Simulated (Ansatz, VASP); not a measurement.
One calculation of NaCl, two programs

```
Na Cl
1.0
     2.91609    0.00000    0.00000
     0.00000    2.91609    0.00000
     0.00000    0.00000    2.91609
Na Cl
1 1
Direct
  0.00000 0.00000 0.00000
  0.50000 0.50000 0.50000
```

Change from the starting cell: volume scaled by 1.06, crystal datasets.

Alike in both runs: task electric field gradients; functional PBE; k mesh 8 × 8 × 8; occupations fermi-dirac, width 0.02 eV; no spin polarisation.

|  | VASP | Ansatz |
| --- | --- | --- |
| version | VASP 6.6.1 | Ansatz 0.2.0 |
| potentials or method | VASP PAW PBE potentials, release 64 (Na_pv, Cl), cutoff 400 eV | all-electron PAW with datasets made for the crystal, scalar-relativistic |

Ansatz gave:

```
gap on the k mesh at the Fermi level (eV) : 4.59
pressure (GPa)                            : 51.4
```

Estimate VASP's values.

gap on the k mesh at the Fermi level (eV): 4.63; pressure (GPa): 51.3.

Both programs put the cell under a high pressure, so it lies far from rest at this level. Ansatz ran all-electron here, and VASP with PAW potentials.
